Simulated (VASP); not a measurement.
# Mo (Pm-3m) in VASP: further runs

The runs below take Mo through single point, relaxation of cell and atoms, with PBE.

All numbers are computed with VASP 6.6.1; they aren't measurements. Logs are shortened: lines on timing, memory, paths and dates and some standing lists are left out, and cuts for length are marked.

## (1) The cell of the first run

Symmetry: Pm-3m, No. 221, cubic system. The conventional cell has a = 3.803 Å, b = 3.803 Å, c = 3.803 Å, α = 90.00°, β = 90.00°, γ = 90.00°. Mo (site symmetry 4/mmm) has 8 Mo at 2.69 Å within 3.5 Å.

## (2) Single point, PBE

Input file INCAR:

```
SYSTEM = Mo
PREC     = Accurate       ! precision mode
ENCUT    = 520            ! plane-wave cutoff, eV
EDIFF    = 1E-6           ! SCF threshold, eV
ISMEAR   = 0              ! smearing method
SIGMA    = 0.1            ! smearing width, eV
LREAL    = .FALSE.        ! projectors in reciprocal space
LASPH    = .TRUE.         ! aspherical terms in the spheres
NELM     = 100            ! most SCF steps
ALGO     = Fast           ! electronic algorithm
ISIF     = 2              ! what is computed and relaxed
LWAVE    = .FALSE.        ! write WAVECAR
LCHARG   = .FALSE.        ! write CHGCAR
GGA      = PE             ! functional
NBANDS   = 28             ! bands
```

Input file KPOINTS:

```
Automatic mesh
0
G
  12 12 12
  0 0 0
```

Input file POSCAR:

```
Mo
1.0
    3.8028377397      0.0000000000      0.0000000000
    0.0000000000      3.8028377397      0.0000000000
    0.0000000000      0.0000000000      3.8028377397
Mo
3
Direct
    0.0000000000      0.5000000000      0.5000000000
    0.5000000000      0.0000000000      0.5000000000
    0.5000000000      0.5000000000      0.0000000000
```

Potentials or basis: VASP PAW PBE potentials, release 64 (Mo_sv).

The run is started by

```console
$ cat potpaw_PBE.64/Mo_sv/POTCAR > POTCAR
$ mpirun -np 1 vasp_std > vasp.out
```

OUTCAR:

```text
SYSTEM = Mo
   PREC = Accurate
   ENCUT = 520
   EDIFF = 1E-6
   ISMEAR = 0
   LREAL = .FALSE.
   LASPH = .TRUE.
   NELM = 100
   ISIF = 2
   GGA = PE

 ion  position               nearest neighbor table
   1  0.000  0.500  0.500-   2 2.69   3 2.69   3 2.69   2 2.69   2 2.69   3 2.69   3 2.69   2 2.69

   2  0.500  0.000  0.500-   1 2.69   3 2.69   3 2.69   1 2.69   3 2.69   3 2.69   1 2.69   1 2.69

   3  0.500  0.500  0.000-   1 2.69   2 2.69   1 2.69   2 2.69   2 2.69   2 2.69   1 2.69   1 2.69

  LATTYP: Found a simple cubic cell.
 ALAT       =     3.8028377397

  Lattice vectors:

 A1 = (   3.8028377397,   0.0000000000,   0.0000000000)
 A2 = (   0.0000000000,   3.8028377397,   0.0000000000)
 A3 = (   0.0000000000,   0.0000000000,   3.8028377397)

Analysis of symmetry for initial positions (statically):
=====================================================================
 Subroutine PRICEL returns:
 Original cell was already a primitive cell.

 Routine SETGRP: Setting up the symmetry group for a
 simple cubic supercell.

 Subroutine GETGRP returns: Found 48 space group operations
 (whereof 48 operations were pure point group operations)
 out of a pool of 48 trial point group operations.

The static configuration has the point symmetry O_h .

Analysis of symmetry for dynamics (positions and initial velocities):
=====================================================================
 Subroutine PRICEL returns:
 Original cell was already a primitive cell.

 Routine SETGRP: Setting up the symmetry group for a
 simple cubic supercell.

 Subroutine GETGRP returns: Found 48 space group operations
 (whereof 48 operations were pure point group operations)
 out of a pool of 48 trial point group operations.

The dynamic configuration has the point symmetry O_h .

 Subroutine INISYM returns: Found 48 space group operations
 (whereof 48 operations are pure point group operations),
 and found     1 'primitive' translations

----------------------------------------------------------------------------------------

                                     Primitive cell

  volume of cell :      54.9950

  direct lattice vectors                    reciprocal lattice vectors
     3.802837740  0.000000000  0.000000000     0.262961522  0.000000000  0.000000000
     0.000000000  3.802837740  0.000000000     0.000000000  0.262961522  0.000000000
     0.000000000  0.000000000  3.802837740     0.000000000  0.000000000  0.262961522

  length of vectors
     3.802837740  3.802837740  3.802837740     0.262961522  0.262961522  0.262961522

  position of ions in fractional coordinates (direct lattice)
     0.000000000  0.500000000  0.500000000
     0.500000000  0.000000000  0.500000000
     0.500000000  0.500000000  0.000000000

  ion indices of the primitive-cell ions
   primitive index   ion index
                 1           1
                 2           2
                 3           3

----------------------------------------------------------------------------------------

 KPOINTS: Automatic mesh

Automatic generation of k-mesh.
 Grid dimensions read from file:
 generate k-points for:   12   12   12

 Generating k-lattice:

  Cartesian coordinates                     Fractional coordinates (reciprocal lattice)
     0.021913460  0.000000000  0.000000000     0.083333333  0.000000000  0.000000000
     0.000000000  0.021913460  0.000000000     0.000000000  0.083333333  0.000000000
     0.000000000  0.000000000  0.021913460     0.000000000  0.000000000  0.083333333

  Length of vectors
     0.021913460  0.021913460  0.021913460

  Shift w.r.t. Gamma in fractional coordinates (k-lattice)
     0.000000000  0.000000000  0.000000000

 Subroutine IBZKPT returns following result:
 ===========================================

 Found     84 irreducible k-points:

 Following reciprocal coordinates:
            Coordinates               Weight
  0.000000  0.000000  0.000000      1.000000
  0.083333  0.000000  0.000000      6.000000
  0.166667  0.000000  0.000000      6.000000
  0.250000  0.000000  0.000000      6.000000
  0.333333  0.000000  0.000000      6.000000
  0.416667  0.000000  0.000000      6.000000
[... 16 lines left out ...]
  0.333333  0.333333  0.000000     12.000000
  0.416667  0.333333  0.000000     24.000000
 [... further k-points ...]
   k-points           NKPTS =     84   k-points in BZ     NKDIM =     84   number of bands    NBANDS=     28
   number of dos      NEDOS =    301   number of ions     NIONS =      3
   total plane-waves  NPLWV =  21952
   dimension x,y,z NGX =    28 NGY =   28 NGZ =   28
   dimension x,y,z NGXF=    56 NGYF=   56 NGZF=   56
   ions per type =               3
   NGX,Y,Z   is equivalent  to a cutoff of  12.24, 12.24, 12.24 a.u.
   NGXF,Y,Z  is equivalent  to a cutoff of  24.48, 24.48, 24.48 a.u.
 SYSTEM =  Mo
   PREC   = accura    normal or accurate (medium, high low for compatibility)
   ISTART =      0    job   : 0-new  1-cont  2-samecut
   ICHARG =      2    charge: 1-file 2-atom 10-const
   ISPIN  =      1    spin polarized calculation?
   LNONCOLLINEAR =      F non collinear calculations
   LSORBIT =      F    spin-orbit coupling
   LASPH  =      T    aspherical Exc in radial PAW
   ENCUT  =  520.0 eV  38.22 Ry    6.18 a.u.   7.07  7.07  7.07*2*pi/ulx,y,z
   NELM   =    100;   NELMIN=  2; NELMDL= -5     # of ELM steps
   EDIFF  = 0.1E-05   stopping-criterion for ELM
   LREAL  =      F    real-space projection
   EDIFFG = 0.1E-04   stopping-criterion for IOM
   NSW    =      0    number of steps for IOM
   IBRION =     -1    ionic relax: 0-MD 1-quasi-New 2-CG
   NFREE  =      0    steps in history (QN), initial steepest desc. (CG)
   ISIF   =      2    stress and relaxation
   ISYM   =      2    0-nonsym 1-usesym 2-fastsym
   POTIM  = 0.5000    time-step for ionic-motion
   TEBEG  =    0.0;   TEEND  =   0.0 temperature during run
   PSTRESS=    0.0 pullay stress
   NELECT =      42.0000    total number of electrons
   NUPDOWN=      -1.0000    fix difference up-down
   EMIN   =  10.00;   EMAX   =-10.00  energy-range for DOS
   EFERMI =   0.00;   METHOD = LEGACY
   ISMEAR =     0;   SIGMA  =   0.10  broadening in eV -4-tet -1-fermi 0-gaus
   EFERMI_NEDOS =   21; number of points for ismear=-14 and -15
   IALGO  =     68    algorithm
   IMIX   =      4    mixing-type and parameters
     AMIX     =   0.40;   BMIX     =  1.00
     AMIX_MAG =   1.60;   BMIX_MAG =  1.00
  volume/ion in A,a.u.               =      18.33       123.71
  Fermi-wavevector in a.u.,A,eV,Ry     =   1.496408  2.827802 30.466683  2.239238
  Thomas-Fermi vector in A             =   2.608429
   LORBIT       =      0    0 simple, 1 ext, 2 COOP (PROOUT), +10 PAW based schemes
   GGA     = PE    functional components
   LHFCALC =     F    Hartree Fock is set to
   AEXX    =    0.0000 exact exchange contribution
   IVDW    =     0    specifies the selected vdW correction
   LEPSILON=     F    determine dielectric tensor
   LRPA    =     F    only Hartree local field effects (RPA)
 non-spin polarized calculation
 RMM-DIIS sequential band-by-band and
 Gauss-broadening in eV      SIGMA  =   0.10
  energy-cutoff  :      520.00
  volume of cell :       55.00
 maximum number of plane-waves:      1498
   NGX = 15   NGY = 15   NGZ = 15

 number of electron      41.9999990 magnetization

 Free energy of the ion-electron system (eV)
  ---------------------------------------------------
  ext. energy  EPLUGINS =         0.00000000
  ---------------------------------------------------
  free energy    TOTEN  =       -29.67325654 eV

  energy without entropy =      -29.66320955  energy(sigma->0) =      -29.66823304

 E-fermi :   9.8162     XC(G=0): -12.2797

 val. band max:        9.8100035091   @ k =   0.5000   0.5000   0.1667
 cond. band min:       9.8342143265   @ k =   0.3333   0.0833   0.0000
 fundamental gap:      0.0242108174
 Fermi energy:         9.8161905884

 k-point     1 :       0.0000    0.0000    0.0000
  band No.  band energies     occupation
      1     -51.0735      2.00000
      2     -50.6726      2.00000
      3     -50.6726      2.00000
      4     -25.6603      2.00000
      5     -25.6603      2.00000
      6     -25.6603      2.00000
[... 20 lines left out ...]
     27      15.3861      0.00000
     28      15.3861      0.00000

 k-point     2 :       0.0833    0.0000    0.0000
  band No.  band energies     occupation
      1     -51.0675      2.00000
      2     -50.6788      2.00000
      3     -50.6726      2.00000
      4     -25.6478      2.00000
      5     -25.6478      2.00000
      6     -25.6406      2.00000
[... 20 lines left out ...]
     27      14.4905      0.00000
     28      15.0427      0.00000

 k-point     3 :       0.1667    0.0000    0.0000
  band No.  band energies     occupation
      1     -51.0502      2.00000
      2     -50.6966      2.00000
      3     -50.6723      2.00000
      4     -25.6120      2.00000
      5     -25.6120      2.00000
      6     -25.5824      2.00000
[... 20 lines left out ...]
     27      14.1009      0.00000
     28      14.1754      0.00000

 k-point     4 :       0.2500    0.0000    0.0000
  band No.  band energies     occupation
      1     -51.0232      2.00000
      2     -50.7243      2.00000
      3     -50.6720      2.00000
      4     -25.5579      2.00000
      5     -25.5579      2.00000
      6     -25.4882      2.00000
[... 20 lines left out ...]
     27      13.0852      0.00000
     28      13.5694      0.00000

 k-point     5 :       0.3333    0.0000    0.0000
  band No.  band energies     occupation
      1     -50.9898      2.00000
      2     -50.7583      2.00000
      3     -50.6717      2.00000
      4     -25.4955      2.00000
      5     -25.4955      2.00000
      6     -25.3622      2.00000
[... 20 lines left out ...]
     27      12.6427      0.00000
     28      13.3223      0.00000

 k-point     6 :       0.4167    0.0000    0.0000
  band No.  band energies     occupation
      1     -50.9572      2.00000
      2     -50.7915      2.00000
      3     -50.6714      2.00000
      4     -25.4415      2.00000
      5     -25.4415      2.00000
      6     -25.2109      2.00000
[... 463 lines left out ...]
      5     -25.3156      2.00000
      6     -25.2951      2.00000
[... 20 lines left out ...]
     27      12.6797      0.00000
     28      13.4526      0.00000

 k-point    22 :       0.5000    0.2500    0.0000
  band No.  band energies     occupation
      1     -50.9016      2.00000
      2     -50.8065      2.00000
      3     -50.7107      2.00000
      4     -25.5369      2.00000
      5     -25.3449      2.00000
      6     -25.2881      2.00000
[... 20 lines left out ...]
     27      12.8452      0.00000
     28      13.0276      0.00000

 k-point    23 :       0.3333    0.3333    0.0000
  band No.  band energies     occupation
      1     -50.9196      2.00000
      2     -50.7727      2.00000
      3     -50.7263      2.00000
      4     -25.6146      2.00000
      5     -25.3020      2.00000
      6     -25.2976      2.00000
[... 20 lines left out ...]
     27      12.4179      0.00000
     28      13.0600      0.00000

 k-point    24 :       0.4167    0.3333    0.0000
  band No.  band energies     occupation
      1     -50.8900      2.00000
      2     -50.7922      2.00000
      3     -50.7361      2.00000
      4     -25.5977      2.00000
      5     -25.3900      2.00000
      6     -25.2289      2.00000
[... 20 lines left out ...]
     27      12.5160      0.00000
     28      12.7298      0.00000

 [... further k-points ...]
[... 5 lines left out ...]
  --------------------------------------------------------------------------------------
  -------------------------------------------------------------------------------------
  Total        0.1391230      0.1391230      0.1391230      0.0000000     -0.0000000      0.0000000
  in kB        4.0530894      4.0530894      4.0530894      0.0000000     -0.0000000      0.0000000
  external PRESSURE =       4.0530894 kB  Pullay stress =       0.0000000 kB

 VOLUME and BASIS-vectors are now :
 -----------------------------------------------------------------------------
  energy-cutoff  :      520.00
  volume of cell :       55.00
      direct lattice vectors                 reciprocal lattice vectors
     3.802837740  0.000000000  0.000000000     0.262961522  0.000000000  0.000000000
     0.000000000  3.802837740  0.000000000     0.000000000  0.262961522  0.000000000
     0.000000000  0.000000000  3.802837740     0.000000000  0.000000000  0.262961522

 POSITION                                       TOTAL-FORCE (eV/Angst)
 -----------------------------------------------------------------------------------
      0.00000      1.90142      1.90142         0.000000      0.000000      0.000000
      1.90142      0.00000      1.90142         0.000000      0.000000      0.000000
      1.90142      1.90142      0.00000         0.000000      0.000000      0.000000
 -----------------------------------------------------------------------------------
    total drift:                                0.000000      0.000000      0.000000

  FREE ENERGIE OF THE ION-ELECTRON SYSTEM (eV)
  ---------------------------------------------------
  free  energy   TOTEN  =       -29.6732565366 eV

  energy  without entropy=      -29.6632095456  energy(sigma->0) =      -29.66823304
```

Wall time 89 s (1 thread of Intel Xeon Platinum 8259CL at 2.50GHz (Skylake/Cascade Lake), shared host); peak memory 0.21 GiB.

What came out:

- Free energy: -29.6733 eV
- Pressure: 0.4 GPa
- Band gap on the k mesh: zero (band 21 reaches 11.29 eV, above the bottom of band 22 at 9.09 eV)

Levels at points of the mesh, in eV from the Fermi level:
```
           k point  band 18  band 19  band 20  band 21  band 22  band 23  band 24  band 25
(0.00, 0.00, 0.00)    -3.32    -3.32     1.47     1.47     1.47     3.31     3.31     4.81
(0.50, 0.00, 0.00)    -1.82    -1.20    -0.61    -0.61     0.42     0.60     0.75     1.68
(0.50, 0.50, 0.00)    -1.89    -1.43    -1.43    -0.50    -0.50     0.74     0.74     0.80
(0.50, 0.50, 0.50)    -1.05    -1.05     1.15     1.15     1.15     2.27     2.46     2.46
```

## (3) Relaxation of cell and atoms, PBE

This run uses another cell than the first one, of 18.41 Å³/atom, 1.004 times its volume.

Input file INCAR:

```
ALGO = Fast
EDIFF = 1E-7
EDIFFG = -0.01
ENCUT = 600
GGA = PE
IBRION = 2
ISIF = 3
ISMEAR = 0
LASPH = True
LCHARG = False
LREAL = False
LWAVE = False
NELM = 80
NSW = 100
PREC = Accurate
SIGMA = 0.1
```

Input file KPOINTS:

```
k-points
0
Gamma
  12 12 12
```

Input file POSCAR:

```
Mo
1.0
    3.8080641382      0.0000000000      0.0000000000
    0.0000000000      3.8080641382      0.0000000000
    0.0000000000      0.0000000000      3.8080641382
Mo
3
Direct
    0.0000000000      0.5000000000      0.5000000000
    0.5000000000      0.0000000000      0.5000000000
    0.5000000000      0.5000000000      0.0000000000
```

Potentials or basis: VASP PAW PBE potentials, release 64 (Mo_sv).

The run is started by

```console
$ cat potpaw_PBE.64/Mo_sv/POTCAR > POTCAR
$ mpirun -np 1 vasp_std > vasp.out
```

It took 11 min on 1 thread of AMD EPYC 7R13, shared host; peak memory 0.22 GiB.

It converged, with:

| Property | Result |
| --- | --- |
| Free energy | -29.6738 eV |
| Relaxed volume | 18.36 Å³/atom |
| Relaxed cell | a = 3.805 Å, b = 3.805 Å, c = 3.805 Å, α = 90.00°, β = 90.00°, γ = 90.00° |
| Space group after relaxing (to 0.05 Å) | Pm-3m (No. 221) |
| Energy gained by relaxing | 0.1 meV/atom |
| Ionic steps | 3 |
| Pressure after relaxing | 0.0 GPa |
| Band gap on the k mesh | zero (band 21 reaches 11.26 eV, above the bottom of band 22 at 9.07 eV) |

The path:
| step | energy change (eV) | largest force (eV/Å) | pressure (GPa) | volume (Å³) |
| --- | --- | --- | --- | --- |
| 1 | 0.0000 | 0.0000 | -0.46 | 55.22 |
| 2 | 0.0006 | 0.0000 | 0.98 | 54.81 |
| 3 | -0.0002 | 0.0000 | 0.01 | 55.08 |

Final structure:
```
Mo
1.0
     3.80487    0.00000    0.00000
     0.00000    3.80487    0.00000
     0.00000    0.00000    3.80487
Mo
3
Direct
  0.00000 0.50000 0.50000
  0.50000 0.00000 0.50000
  0.50000 0.50000 0.00000
```

Levels at points of the mesh, in eV from the Fermi level:
```
           k point  band 19  band 20  band 21  band 22  band 23  band 24
(0.00, 0.00, 0.00)    -3.32     1.47     1.47     1.47     3.30     3.30
(0.50, 0.00, 0.00)    -1.20    -0.61    -0.61     0.42     0.60     0.74
(0.50, 0.50, 0.00)    -1.42    -1.42    -0.50    -0.50     0.74     0.74
(0.50, 0.50, 0.50)    -1.05     1.15     1.15     1.15     2.26     2.46
```
